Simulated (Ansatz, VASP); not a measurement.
## Two plane-wave programs on BN

File INCAR:

```
SYSTEM = BN
  PREC = Accurate
  ENCUT = 600
  EDIFF = 1E-6
  ISMEAR = 0
  SIGMA = 0.02
  LREAL = .FALSE.
  LASPH = .TRUE.
  NELM = 120
  ALGO = Normal
  ISIF = 2
  LWAVE = .FALSE.
  LCHARG = .FALSE.
  GGA = CA
  NBANDS = 11
  GGA_COMPAT = .FALSE.
```

KPOINTS

```
Automatic mesh
0
G
  12 12 12
  0 0 0
```

File POSCAR:

```
BN
1.0
    0.0000000000      1.7902747007      1.7902747007
    1.7902747007      0.0000000000      1.7902747007
    1.7902747007      1.7902747007      0.0000000000
B N
1 1
Direct
    0.0000000000      0.0000000000      0.0000000000
    0.2500000000      0.2500000000      0.2500000000
```

Input for Ansatz:

```yaml
crystal:
  lattice:
    - [0.0, 1.7902747007, 1.7902747007]
    - [1.7902747007, 0.0, 1.7902747007]
    - [1.7902747007, 1.7902747007, 0.0]
  atoms:
    - { symbol: B, position: [0.0, 0.0, 0.0] }
    - { symbol: "N", position: [0.25, 0.25, 0.25] }
basis:
  ecutwfc: 420
kpoints:
  mp_grid: { grid: [12, 12, 12] }
  band_path:
    path:
      - [[0.0, 0.0, 0.0], [-0.5, -0.5, 0.0], [-0.375, -0.375, 0.25]]
      - [[-0.375, 0.0, 0.375], [0.0, 0.0, 0.0], [0.0, 0.0, 0.5], [-0.5, -0.25, 0.25], [-0.5, -0.5, 0.0]]
    npoints: 10
hamiltonian:
  xc: lda
scf:
  occupations: { method: gaussian, width: 0.02 }
  n_extra_bands: 7
output:
  forces: true
  stress: true
  eigenvalues: true
```

Alike in both runs: task single point; functional LDA; k mesh 12 × 12 × 12; occupations gaussian, width 0.02 eV; no spin polarisation.

```csv
,VASP,Ansatz
version,VASP 6.6.1,Ansatz 0.2.0
potentials or method,"VASP PAW LDA potentials, release 64 (B, N), cutoff 600 eV","scalar-relativistic, plane waves, PAW"
valence electrons in the cell,8,8
```

|  | VASP | Ansatz | Ansatz less VASP |
| --- | --- | --- | --- |
| gap on the k mesh at the Fermi level (eV) | 4.38 | 4.39 | +0.014 |
| least direct gap on the mesh (eV) | 8.82 | 8.83 | +0.011 |
| pressure (GPa) | 0.8 | 0.0 | -0.77 |

LDA's correlation is that of Perdew and Zunger in VASP and of Perdew and Wang (1992) in Ansatz.
